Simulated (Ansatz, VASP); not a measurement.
Pd: VASP beside Ansatz

```xyz
2
Lattice="2.7984 0.0000 0.0000 -1.3992 2.4235 0.0000 0.0000 0.0000 4.5334" Properties=species:S:1:pos:R:3 pbc="T T T"
Pd    0.0000    1.6156    1.1333
Pd    1.3992    0.8078    3.4000
```

Alike in both runs: task relaxation of cell and atoms; functional PBE; k mesh 17 × 17 × 9; occupations fermi-dirac, width 0.05 eV; no spin polarisation.

|  | VASP | Ansatz |
| --- | --- | --- |
| version | VASP 6.6.1 | Ansatz 0.2.0 |
| potentials or method | VASP PAW PBE potentials, release 64 (Pd) | PAW with Ansatz's default frozen-core files, scalar-relativistic |
| plane-wave cutoff (eV) | 600 | 420 |
| valence electrons in the cell | 20 | 36 |

VASP gave:

| Item | Value |
| --- | --- |
| relaxed volume (Å³/atom) | 15.37 |
| relaxed cell length with the largest relative difference (Å) | 4.627 |

**Question.** Which values does Ansatz return?

**Answer.** Relaxed volume (Å³/atom): 15.40; relaxed cell length with the largest relative difference (Å): 4.634.

VASP's potentials hold 20 valence electrons a cell and Ansatz's 36, so a difference there can come from the potentials and not from the codes.
